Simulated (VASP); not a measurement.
A run of VASP 6.6.1 is set up as follows.

The input INCAR:

```
SYSTEM = Ta2N
PREC = Accurate
ENCUT = 520
EDIFF = 1E-6
ISMEAR = 0
SIGMA = 0.15
LREAL = .FALSE.
LASPH = .TRUE.
NELM = 80
ALGO = Normal
ISIF = 2
LWAVE = .FALSE.
LCHARG = .FALSE.
GGA = PS
NBANDS = 20
```

Contents of KPOINTS:

```
Automatic mesh
0
G
  18 18 10
  0 0 0
```

POSCAR

```
Ta2N
1.0
    3.2325461563      0.0000000000      0.0000000000
   -1.6162730782      2.7994670902      0.0000000000
    0.0000000000      0.0000000000      4.7026757486
Ta N
2 1
Direct
    0.6666666667      0.3333333333      0.7462554481
    0.3333333333      0.6666666667      0.2537445519
    0.0000000000      0.0000000000      0.0000000000
```

Potentials or basis: VASP PAW PBE potentials, release 64 (Ta_pv, N).

The run is started by

```sh
$ cat potpaw_PBE.64/Ta_pv/POTCAR potpaw_PBE.64/N/POTCAR > POTCAR
$ mpirun -np 1 vasp_std > vasp.out
```

Q: Estimate the pressure.

A: -17.6 GPa.

Q: Estimate the largest force.

A: 0.817 eV/Å.

Q: What does it give for the band gap on the k mesh?

A: Zero (an odd number of electrons rules out a gap without spin polarisation).

Stress tensor (GPa, compression positive):
```
-22.67   0.00   0.00
  0.00 -22.67   0.00
  0.00   0.00  -7.34
```

Caveat: the cell differs from its parent crystal (strain +0.050 along x and y, -0.025 along z); the cell stands under tension; the PAW data sets were made with another functional, which shifts forces and pressure a little; spin-orbit coupling is left out, which moves the levels of the heavy elements.
